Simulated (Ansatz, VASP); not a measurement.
## Two plane-wave programs on Cs2CdCl3

```xyz
6
Lattice="7.1457 0.0000 0.0000 -3.5729 6.1884 0.0000 0.0000 0.0000 4.7296" Properties=species:S:1:pos:R:3 pbc="T T T"
Cs    3.5729    2.0628    0.0000
Cs    0.0000    4.1256    0.0000
Cd    0.0000    0.0000    0.0000
Cl    3.5729    0.0000    2.3648
Cl   -1.7864    3.0942    2.3648
Cl    1.7864    3.0942    2.3648
```

Change from the starting cell: species swapped into the GdSi2Rh3 type (P6/mmm, No. 191).

Alike in both runs: task single point; functional PBE; k mesh 3 × 3 × 4; occupations gaussian, width 0.1 eV; no spin polarisation.

|  | VASP | Ansatz |
| --- | --- | --- |
| version | VASP 6.6.1 | Ansatz 0.2.0 |
| potentials or method | VASP PAW PBE potentials, release 64 (Cs_sv, Cd, Cl), cutoff 520 eV | scalar-relativistic, plane waves, PAW |
| valence electrons in the cell | 51 | 59 |

```csv
,VASP,Ansatz,Ansatz less VASP
gap on the k mesh at the Fermi level (eV),none,none,-
pressure (GPa),5.4,5.3,-0.08
"traceless stress, the component that is largest in VASP (GPa)",1.30,1.26,-0.040
```

A gap of «none» marks a metal or a gap that the smearing closes. VASP's potentials hold 51 valence electrons a cell and Ansatz's 59, so a difference there can come from the potentials and not from the codes.

Neither program's run includes spin-orbit coupling.
